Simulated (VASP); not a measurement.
## WI: single point with PBE

WI:

```xyz
2
Lattice="3.3743 0.0000 0.0000 0.0000 3.3743 0.0000 0.0000 0.0000 3.3743" Properties=species:S:1:pos:R:3 pbc="T T T"
W     0.0000    0.0000    0.0000
I     1.6871    1.6871    1.6871
```

```json
{
 "Program": "VASP 6.6.1",
 "Task": "single point",
 "Functional": "PBE",
 "Potentials or basis": "VASP PAW PBE potentials, release 64 (W_sv, I)",
 "Cutoff": "520 eV",
 "k mesh": "16 × 16 × 16",
 "Occupations": "gaussian, width 0.1 eV",
 "Spin": "no spin polarisation",
 "Dipole correction": "no",
 "Further INCAR settings": "ALGO = Normal; EDIFF = 1e-06; NBANDS = 18"
}
```

```
Pressure : -0.1 GPa
```

Levels at points of the mesh, in eV from the Fermi level:
```
           k point  band 6  band 7  band 8  band 9  band 10  band 11  band 12  band 13  band 14  band 15
(0.00, 0.00, 0.00)   -3.65   -3.65   -3.57   -3.57    -3.57     0.16     0.28     0.28     0.28     7.35
(0.50, 0.00, 0.00)  -10.01   -4.62   -4.62   -2.77     0.50     1.51     3.23     3.23     3.45     3.66
(0.50, 0.50, 0.00)   -7.63   -7.63   -4.23   -1.97    -1.30    -1.30    -0.16     1.97     2.46     7.38
(0.50, 0.50, 0.50)   -8.25   -8.25   -8.25    0.66     0.66     0.66     2.09     2.09     3.77     3.80
```

It took 69 s on 1 thread of Intel(R) Xeon(R) Platinum 8375C CPU @ 2.90GHz (Ice Lake) (shared host), peak memory 0.25 GiB.

Caveat: spin-orbit coupling is left out, which moves the levels of the heavy elements; an odd number of electrons without spin polarisation forces a metal; a magnetic or distorted state may lie lower.
